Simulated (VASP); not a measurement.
# SnSe2 (P-3m1) in VASP: a series of runs

Runs on SnSe2. Level: PBE. Tasks: relaxation of shape and atoms at fixed volume.

All numbers are computed with VASP 6.6.1; they aren't measurements. Logs are shortened: lines on timing, memory, paths and dates and some standing lists are left out, and cuts for length are marked.

## (1) The cell of the first run

The structure is trigonal, space group P-3m1 (No. 164). The conventional cell has a = 3.826 Å, b = 3.826 Å, c = 6.728 Å, α = 90.00°, β = 90.00°, γ = 120.00°. Sn (site symmetry -3m) has 6 Se at 2.72 Å within 3.6 Å. Within 3.6 Å of Se (site symmetry 3m) lie 3 Sn at 2.72 Å.

## (2) Relaxation of shape and atoms at fixed volume, PBE (28.42 Å³/atom)

INCAR reads:

```
PREC     = Accurate       # precision mode
ENCUT    = 600            # plane-wave cutoff, eV
EDIFF    = 1E-6           # SCF threshold, eV
ISMEAR   = 0              # smearing method
SIGMA    = 0.02           # smearing width, eV
LREAL    = False          # projectors in reciprocal space
LASPH    = True           # aspherical terms in the spheres
NELM     = 100            # most SCF steps
ALGO     = Normal         # electronic algorithm
ISIF     = 4              # what is computed and relaxed
LWAVE    = False          # write WAVECAR
LCHARG   = False          # write CHGCAR
GGA      = PE             # functional
IBRION   = 2              # ionic algorithm
NSW      = 50             # ionic steps
EDIFFG   = -0.01          # ionic threshold
```

KPOINTS reads:

```
Automatic mesh
0
Gamma
  12 12 4
```

POSCAR reads:

```
SnSe2
1.0
    3.8255741425      0.0000000000      0.0000000000
   -1.9127870713      3.3130443915      0.0000000000
    0.0000000000      0.0000000000      6.7281766031
Sn Se
1 2
Direct
    0.0000000000      0.0000000000      0.0000000000
    0.3333333333      0.6666666667      0.2348781090
    0.6666666667      0.3333333333      0.7651218910
```

Potentials or basis: VASP PAW PBE potentials, release 64 (Sn_d, Se).

Started as:

```bash
$ cat potpaw_PBE.64/Sn_d/POTCAR potpaw_PBE.64/Se/POTCAR > POTCAR
$ mpirun -np 1 vasp_std > vasp.out
```

OUTCAR:

```text
PREC = Accurate
   ENCUT = 600
   EDIFF = 1E-6
   ISMEAR = 0
   LREAL = False
   LASPH = True
   NELM = 100
   ISIF = 4
   GGA = PE
   IBRION = 2
   NSW = 50
   EDIFFG = -0.01

 ion  position               nearest neighbor table
   1  0.000  0.000  0.000-   2 2.72   3 2.72   3 2.72   2 2.72   3 2.72   2 2.72
   2  0.333  0.667  0.235-   1 2.72   1 2.72   1 2.72
   3  0.667  0.333  0.765-   1 2.72   1 2.72   1 2.72

  LATTYP: Found a hexagonal cell.
 ALAT       =     3.8255741425
 C/A-ratio  =     1.7587364282

  Lattice vectors:

 A1 = (   3.8255741425,   0.0000000000,   0.0000000000)
 A2 = (  -1.9127870713,   3.3130443915,   0.0000000000)
 A3 = (   0.0000000000,   0.0000000000,   6.7281766031)

Analysis of symmetry for initial positions (statically):
=====================================================================
 Subroutine PRICEL returns:
 Original cell was already a primitive cell.

 Routine SETGRP: Setting up the symmetry group for a
 hexagonal supercell.

 Subroutine GETGRP returns: Found 12 space group operations
 (whereof 12 operations were pure point group operations)
 out of a pool of 24 trial point group operations.

The static configuration has the point symmetry D_3d.

Analysis of symmetry for dynamics (positions and initial velocities):
=====================================================================
 Subroutine PRICEL returns:
 Original cell was already a primitive cell.

 Routine SETGRP: Setting up the symmetry group for a
 hexagonal supercell.

 Subroutine GETGRP returns: Found 12 space group operations
 (whereof 12 operations were pure point group operations)
 out of a pool of 24 trial point group operations.

The dynamic configuration has the point symmetry D_3d.

 Subroutine INISYM returns: Found 12 space group operations
 (whereof 12 operations are pure point group operations),
 and found     1 'primitive' translations

----------------------------------------------------------------------------------------

                                     Primitive cell

  volume of cell :      85.2749

  direct lattice vectors                    reciprocal lattice vectors
     3.825574142  0.000000000  0.000000000     0.261398672  0.150918594  0.000000000
    -1.912787071  3.313044392  0.000000000     0.000000000  0.301837187  0.000000000
     0.000000000  0.000000000  6.728176603     0.000000000  0.000000000  0.148628679

  length of vectors
     3.825574142  3.825574143  6.728176603     0.301837187  0.301837187  0.148628679

  position of ions in fractional coordinates (direct lattice)
     0.000000000  0.000000000  0.000000000
     0.333333333  0.666666667  0.234878109
     0.666666667  0.333333333  0.765121891

  ion indices of the primitive-cell ions
   primitive index   ion index
                 1           1
                 2           2
                 3           3

----------------------------------------------------------------------------------------

 KPOINTS: Automatic mesh

Automatic generation of k-mesh.
 Grid dimensions read from file:
 generate k-points for:   12   12    4

 Generating k-lattice:

  Cartesian coordinates                     Fractional coordinates (reciprocal lattice)
     0.021783223  0.012576549  0.000000000     0.083333333 -0.000000000  0.000000000
     0.000000000  0.025153099  0.000000000     0.000000000  0.083333333  0.000000000
     0.000000000  0.000000000  0.037157170     0.000000000  0.000000000  0.250000000

  Length of vectors
     0.025153099  0.025153099  0.037157170

  Shift w.r.t. Gamma in fractional coordinates (k-lattice)
     0.000000000  0.000000000  0.000000000

 Subroutine IBZKPT returns following result:
 ===========================================

 Found     69 irreducible k-points:

 Following reciprocal coordinates:
            Coordinates               Weight
  0.000000  0.000000  0.000000      1.000000
  0.083333  0.000000  0.000000      6.000000
  0.166667 -0.000000  0.000000      6.000000
  0.250000  0.000000  0.000000      6.000000
  0.333333  0.000000  0.000000      6.000000
  0.416667  0.000000  0.000000      6.000000
[... 16 lines left out ...]
  0.166667 -0.000000  0.250000      6.000000
  0.000000  0.166667  0.250000      6.000000
 [... further k-points ...]
   k-points           NKPTS =     69   k-points in BZ     NKDIM =     69   number of bands    NBANDS=     17
   number of dos      NEDOS =    301   number of ions     NIONS =      3
   total plane-waves  NPLWV =  55296
   dimension x,y,z NGX =    32 NGY =   32 NGZ =   54
   dimension x,y,z NGXF=    64 NGYF=   64 NGZF=  108
   ions per type =               1   2
   NGX,Y,Z   is equivalent  to a cutoff of  13.91, 13.91, 13.34 a.u.
   NGXF,Y,Z  is equivalent  to a cutoff of  27.81, 27.81, 26.69 a.u.
 SYSTEM =  unknown system
   PREC   = accura    normal or accurate (medium, high low for compatibility)
   ISTART =      0    job   : 0-new  1-cont  2-samecut
   ICHARG =      2    charge: 1-file 2-atom 10-const
   ISPIN  =      1    spin polarized calculation?
   LNONCOLLINEAR =      F non collinear calculations
   LSORBIT =      F    spin-orbit coupling
   LASPH  =      T    aspherical Exc in radial PAW
   ENCUT  =  600.0 eV  44.10 Ry    6.64 a.u.   7.64  7.64 13.44*2*pi/ulx,y,z
   NELM   =    100;   NELMIN=  2; NELMDL= -5     # of ELM steps
   EDIFF  = 0.1E-05   stopping-criterion for ELM
   LREAL  =      F    real-space projection
   EDIFFG = -.1E-01   stopping-criterion for IOM
   NSW    =     50    number of steps for IOM
   IBRION =      2    ionic relax: 0-MD 1-quasi-New 2-CG
   NFREE  =      1    steps in history (QN), initial steepest desc. (CG)
   ISIF   =      4    stress and relaxation
   ISYM   =      2    0-nonsym 1-usesym 2-fastsym
   POTIM  = 0.5000    time-step for ionic-motion
   TEBEG  =    0.0;   TEEND  =   0.0 temperature during run
   PSTRESS=    0.0 pullay stress
   NELECT =      26.0000    total number of electrons
   NUPDOWN=      -1.0000    fix difference up-down
   EMIN   =  10.00;   EMAX   =-10.00  energy-range for DOS
   EFERMI =   0.00;   METHOD = LEGACY
   ISMEAR =     0;   SIGMA  =   0.02  broadening in eV -4-tet -1-fermi 0-gaus
   EFERMI_NEDOS =   21; number of points for ismear=-14 and -15
   IALGO  =     38    algorithm
   IMIX   =      4    mixing-type and parameters
     AMIX     =   0.40;   BMIX     =  1.00
     AMIX_MAG =   1.60;   BMIX_MAG =  1.00
  volume/ion in A,a.u.               =      28.42       191.82
  Fermi-wavevector in a.u.,A,eV,Ry     =   1.101858  2.082209 16.518704  1.214090
  Thomas-Fermi vector in A             =   2.238292
   LORBIT       =      0    0 simple, 1 ext, 2 COOP (PROOUT), +10 PAW based schemes
   GGA     = PE    functional components
   LHFCALC =     F    Hartree Fock is set to
   AEXX    =    0.0000 exact exchange contribution
   IVDW    =     0    specifies the selected vdW correction
   LEPSILON=     F    determine dielectric tensor
   LRPA    =     F    only Hartree local field effects (RPA)
 conjugate gradient relaxation of ions
 non-spin polarized calculation
 Gauss-broadening in eV      SIGMA  =   0.02
  energy-cutoff  :      600.00
  volume of cell :       85.27
 maximum number of plane-waves:      2889
 NGX is ok and might be reduce to    32
   NGX = 15   NGY = 15   NGZ = 27

--------------------------------------- Ionic step        1  -------------------------------------------

 number of electron      26.0000003 magnetization

 Free energy of the ion-electron system (eV)
  ---------------------------------------------------
  ext. energy  EPLUGINS =         0.00000000
  ---------------------------------------------------
  free energy    TOTEN  =       -11.85390439 eV

  energy without entropy =      -11.85390439  energy(sigma->0) =      -11.85390439

------------------------ aborting loop because EDIFF is reached ----------------------------------------

  FORCE on cell =-STRESS in cart. coord.  units (eV):
  Direction    XX          YY          ZZ          XY          YZ          ZX
  --------------------------------------------------------------------------------------
  -------------------------------------------------------------------------------------
  Total        1.1591529      1.1591529      1.0202613     -0.0000000     -0.0000000      0.0000000
  in kB       21.7786052     21.7786052     19.1690564     -0.0000000     -0.0000000      0.0000000
  external PRESSURE =      20.9087556 kB  Pullay stress =       0.0000000 kB

 VOLUME and BASIS-vectors are now :
 -----------------------------------------------------------------------------
  energy-cutoff  :      600.00
  volume of cell :       85.27
      direct lattice vectors                 reciprocal lattice vectors
     3.825574142  0.000000000  0.000000000     0.261398672  0.150918594  0.000000000
    -1.912787071  3.313044392  0.000000000     0.000000000  0.301837187  0.000000000
     0.000000000  0.000000000  6.728176603     0.000000000  0.000000000  0.148628679
[... 186 lines left out ...]
 POSITION                                       TOTAL-FORCE (eV/Angst)
 -----------------------------------------------------------------------------------
     -1.93407      3.34990      0.00000         0.000000      0.000000     -0.000000
     -0.00000      2.23327      1.59827        -0.000000      0.000000     -0.023150
      1.93407      1.11663      4.98267         0.000000     -0.000000      0.023150
 -----------------------------------------------------------------------------------
    total drift:                               -0.000000      0.000000      0.000000

  FREE ENERGIE OF THE ION-ELECTRON SYSTEM (eV)
  ---------------------------------------------------
  free  energy   TOTEN  =       -11.8692132665 eV

  energy  without entropy=      -11.8692132665  energy(sigma->0) =      -11.86921327

--------------------------------------- Ionic step        7  -------------------------------------------

 number of electron      25.9999995 magnetization

 Free energy of the ion-electron system (eV)
  ---------------------------------------------------
  ext. energy  EPLUGINS =         0.00000000
  ---------------------------------------------------
  free energy    TOTEN  =       -11.86927579 eV

  energy without entropy =      -11.86927579  energy(sigma->0) =      -11.86927579

 E-fermi :   3.2410     XC(G=0):  -8.9637

 val. band max:        3.1136730895   @ k =   0.1667  -0.0000   0.0000
 cond. band min:       3.7972366744   @ k =   0.5000   0.0000   0.5000
 fundamental gap:      0.6835635850
 Fermi energy:         3.2409710684

 k-point     1 :       0.0000    0.0000    0.0000
  band No.  band energies     occupation
      1     -18.0193      2.00000
      2     -18.0193      2.00000
      3     -17.9865      2.00000
      4     -17.9772      2.00000
      5     -17.9772      2.00000
      6     -10.3053      2.00000
[... 9 lines left out ...]
     16       7.7200      0.00000
     17       7.7200      0.00000
[... 441 lines left out ...]
 k-point    24 :       0.0000    0.1667    0.2500
  band No.  band energies     occupation
      1     -18.0285      2.00000
      2     -18.0111      2.00000
      3     -17.9839      2.00000
      4     -17.9790      2.00000
      5     -17.9763      2.00000
      6     -10.0101      2.00000
[... 9 lines left out ...]
     16       8.1366      0.00000
     17       8.2622      0.00000

 [... further k-points ...]

------------------------ aborting loop because EDIFF is reached ----------------------------------------

  FORCE on cell =-STRESS in cart. coord.  units (eV):
  Direction    XX          YY          ZZ          XY          YZ          ZX
  --------------------------------------------------------------------------------------
  -------------------------------------------------------------------------------------
  Total        0.1800650      0.1800650      0.1838502     -0.0000000     -0.0000000     -0.0000000
  in kB        3.3831290      3.3831290      3.4542470     -0.0000000     -0.0000000     -0.0000000
  external PRESSURE =       3.4068350 kB  Pullay stress =       0.0000000 kB

 VOLUME and BASIS-vectors are now :
 -----------------------------------------------------------------------------
  energy-cutoff  :      600.00
  volume of cell :       85.27
      direct lattice vectors                 reciprocal lattice vectors
     3.867765239 -0.000000000 -0.000000000     0.258547233  0.149272315  0.000000000
    -1.933882619  3.349582953  0.000000000     0.000000000  0.298544629  0.000000000
     0.000000000 -0.000000000  6.582190044     0.000000000  0.000000000  0.151925118

 POSITION                                       TOTAL-FORCE (eV/Angst)
 -----------------------------------------------------------------------------------
      0.00000     -0.00000      6.58219         0.000000     -0.000000      0.000000
     -0.00000      2.23306      1.59618        -0.000000      0.000000     -0.003143
      1.93388      1.11653      4.98601         0.000000     -0.000000      0.003143
 -----------------------------------------------------------------------------------
    total drift:                                0.000000      0.000000      0.000000

  FREE ENERGIE OF THE ION-ELECTRON SYSTEM (eV)
  ---------------------------------------------------
  free  energy   TOTEN  =       -11.8692757938 eV

  energy  without entropy=      -11.8692757938  energy(sigma->0) =      -11.86927579

 reached required accuracy - stopping structural energy minimisation
```

Wall time 7.7 min (1 thread of Intel Xeon 8259CL, shared host); peak memory 0.32 GiB.

Results:

```
Free energy                  : -11.8693 eV
Energy gained by relaxing    : 5.1 meV/atom
Ionic steps                  : 7
Pressure after relaxing      : 0.3 GPa
Largest force after relaxing : 0.003 eV/Å
Band gap on the k mesh       : 0.68 eV (least direct gap 1.11 eV)
```

Forces in eV/Å, atoms in the order of the input:
```
Sn   0.000  0.000  0.000
Se   0.000  0.000 -0.003
Se   0.000  0.000  0.003
```

Step by step:
```csv
step,energy change (eV),largest force (eV/Å),pressure (GPa),volume (Å³)
1,0.0000,0.2829,2.09,85.27
2,-0.0064,0.1636,1.62,85.27
3,-0.0105,0.0545,0.77,85.27
4,-0.0145,0.0346,0.45,85.27
5,-0.0153,0.0242,0.29,85.27
6,-0.0153,0.0232,0.26,85.27
7,-0.0154,0.0031,0.34,85.27
```

Final structure:
```cif
data_structure
_symmetry_space_group_name_H-M 'P 1'
_symmetry_Int_Tables_number 1
_cell_length_a 3.8678
_cell_length_b 3.8678
_cell_length_c 6.5822
_cell_angle_alpha 90.000
_cell_angle_beta 90.000
_cell_angle_gamma 120.000
_cell_volume 85.27
loop_
_atom_site_label
_atom_site_type_symbol
_atom_site_fract_x
_atom_site_fract_y
_atom_site_fract_z
_atom_site_occupancy
Sn1 Sn 0.00000 0.00000 0.00000 1
Se1 Se 0.33333 0.66667 0.24250 1
Se2 Se 0.66667 0.33333 0.75750 1
```

Caveat: spin-orbit coupling is left out, which moves the levels of the heavy elements; this functional lacks dispersion, which binds the layers, so the pressure and a relaxed spacing across them are unreliable.

## (3) Relaxation of shape and atoms at fixed volume, PBE (29.33 Å³/atom)

This run uses another cell than the first one, of 29.33 Å³/atom.

INCAR reads:

```
PREC = Accurate
ENCUT = 600
EDIFF = 1E-6
ISMEAR = 0
SIGMA = 0.02
LREAL = False
LASPH = True
NELM = 100
ALGO = Normal
ISIF = 4
LWAVE = False
LCHARG = False
GGA = PE
IBRION = 2
NSW = 50
EDIFFG = -0.01
```

KPOINTS reads:

```
regular mesh
0
Gamma
  12 12 4
```

POSCAR reads:

```
SnSe2
1.0
    3.8326545906      0.0000000000      0.0000000000
   -1.9163272953      3.3191762393      0.0000000000
    0.0000000000      0.0000000000      6.9172766843
Sn Se
1 2
Direct
    0.0000000000      0.0000000000      0.0000000000
    0.3333333333      0.6666666667      0.2281519245
    0.6666666667      0.3333333333      0.7718480755
```

Potentials or basis: VASP PAW PBE potentials, release 64 (Sn_d, Se).

Started as:

```bash
$ cat potpaw_PBE.64/Sn_d/POTCAR potpaw_PBE.64/Se/POTCAR > POTCAR
$ mpirun -np 1 vasp_std > vasp.out
```

It took 6.2 min on 1 thread of Intel Xeon 8259CL, shared host; peak memory 0.32 GiB.

Results (log left out):

* Free energy: -11.8733 eV
* Energy gained by relaxing: 4.8 meV/atom
* Ionic steps: 5
* Pressure after relaxing: 0.1 GPa
* Largest force after relaxing: 0.007 eV/Å
* Band gap on the k mesh: 0.68 eV (least direct gap 1.10 eV)

Forces in eV/Å, atoms in the order of the input:
```
Sn   0.000  0.000  0.000
Se   0.000  0.000 -0.007
Se   0.000  0.000  0.007
```

Stress tensor (GPa, compression positive):
```
0.15 0.00 0.00
0.00 0.15 0.00
0.00 0.00 0.08
```

The path:
```csv
step,energy change (eV),largest force (eV/Å),pressure (GPa),volume (Å³)
1,0.0000,0.2865,1.79,88.00
2,-0.0062,0.1590,1.34,88.00
3,-0.0094,0.0242,0.68,88.00
4,-0.0130,0.0148,0.40,88.00
5,-0.0143,0.0067,0.13,88.00
```

Final structure:
```
Sn Se
1.0
     3.86910    0.00000    0.00000
    -1.93455    3.35074    0.00000
     0.00000    0.00000    6.78757
Sn Se
1 2
Direct
  0.00000 0.00000 0.00000
  0.33333 0.66667 0.23531
  0.66667 0.33333 0.76469
```

Levels at points of the mesh, in eV from the valence-band top:
```tsv
k point	band 10	band 11	band 12	band 13	band 14	band 15	band 16	band 17
(0.00, 0.00, 0.00)	-0.47	-0.42	-0.14	-0.14	1.04	3.09	4.59	4.59
(0.50, 0.00, 0.00)	-2.46	-2.20	-0.87	-0.26	0.97	3.85	5.49	5.63
(0.00, 0.00, 0.50)	-0.50	-0.50	-0.08	-0.08	2.07	3.00	4.49	4.49
(0.50, 0.00, 0.50)	-2.13	-2.01	-0.65	-0.42	0.68	4.21	4.84	5.76
```

Caveat: spin-orbit coupling is left out, which moves the levels of the heavy elements; this functional lacks dispersion, which binds the layers, so the pressure and a relaxed spacing across them are unreliable. A k mesh can miss the band edges.
